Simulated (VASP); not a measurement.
**Ge: single point with PBE**

Ge:

```
Ge
1.0
    -2.56502    2.56502    1.30843
     2.56502   -2.56502    1.30843
     2.56502    2.56502   -1.30843
Ge
2
Direct
  0.25000 0.75000 0.50000
  0.50000 0.50000 0.00000
```

This cell differs from its parent crystal: strained.

```json
{"Program": "VASP 6.6.1", "Task": "single point", "Functional": "PBE", "Potentials or basis": "VASP PAW PBE potentials, release 64 (Ge_d)", "Cutoff": "520 eV", "k mesh": "16 × 16 × 16", "Occupations": "gaussian, width 0.1 eV", "Spin": "no spin polarisation"}
```

```json
{
  "Pressure": "10.6 GPa",
  "Band gap on the k mesh": "zero (band 14 reaches 9.36 eV, above the bottom of band 15 at 4.21 eV)"
}
```

Stress tensor (GPa, compression positive):
```
 7.29  0.00  0.00
 0.00  7.29  0.00
 0.00  0.00 17.32
```

Levels at points of the mesh, in eV from the Fermi level:
| k point | band 12 | band 13 | band 14 | band 15 | band 16 | band 17 |
| --- | --- | --- | --- | --- | --- | --- |
| (0.00, 0.00, 0.00) | -4.59 | -2.83 | -2.83 | 2.90 | 7.44 | 7.44 |
| (0.50, 0.00, 0.00) | -6.42 | -2.50 | -2.40 | -1.08 | 2.57 | 3.82 |
| (0.50, 0.50, 0.00) | -11.16 | 0.21 | 0.21 | 1.49 | 1.49 | 9.46 |
| (0.50, 0.50, 0.50) | -9.45 | -6.44 | -6.44 | 8.11 | 8.11 | 10.94 |

Wall time 3.4 min on 1 thread of Intel(R) Xeon(R) Platinum 8375C CPU @ 2.90GHz (Ice Lake) (shared host), peak memory 0.31 GiB.

Caveat: the cell differs from its parent crystal (strained).
